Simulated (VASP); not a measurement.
Set up this calculation in VASP 6.6.1, as the native input.

| Property | Result |
| --- | --- |
| Task | single point |
| Functional | LDA |
| Potentials or basis | VASP PAW LDA potentials, release 64 (Cu, O) |
| Cutoff | 520 eV |
| k mesh | 9 × 9 × 9 |
| Occupations | fermi-dirac, width 0.05 eV |
| Spin | no spin polarisation |
| Dipole correction | no |
| Further INCAR settings | ALGO = Normal; EDIFF = 1e-07; NBANDS = 30 |

The structure of Cu3O2 lies in POSCAR:

```
Cu3O2
1.0
   -2.0229820000      2.0229820000      3.6736170000
    2.0229820000     -2.0229820000      3.6736170000
    2.0229820000      2.0229820000     -3.6736170000
Cu O
3 2
Direct
    0.0000000000      0.0000000000      0.0000000000
    0.7500000000      0.2500000000      0.5000000000
    0.2500000000      0.7500000000      0.5000000000
    0.5000000000      0.0000000000      0.5000000000
    0.0000000000      0.5000000000      0.5000000000
```

The input as run:

INCAR

```
PREC = Accurate
ENCUT = 520
EDIFF = 1E-7
ISMEAR = -1
SIGMA = 0.05
LREAL = F
LASPH = T
NELM = 100
ALGO = Normal
ISIF = 2
LWAVE = F
LCHARG = F
NBANDS = 30
```

KPOINTS

```
Automatic mesh
0
Gamma
  9 9 9
```

Potentials or basis: VASP PAW LDA potentials, release 64 (Cu, O).

Command:

```bash
$ cat potpaw_LDA.64/Cu/POTCAR potpaw_LDA.64/O/POTCAR > POTCAR
$ mpirun -np 1 vasp_std > vasp.out
```

Results of the run:

```json
{
  "Pressure": "-10.9 GPa",
  "Band gap on the k mesh": "zero (an odd number of electrons rules out a gap without spin polarisation)"
}
```

Caveat: the stress differs along the axes, from -16 to -9 GPa.

Run time: 120 s on 1 thread of Intel(R) Xeon(R) Platinum 8488C (Sapphire Rapids) (shared host), peak memory 0.24 GiB.
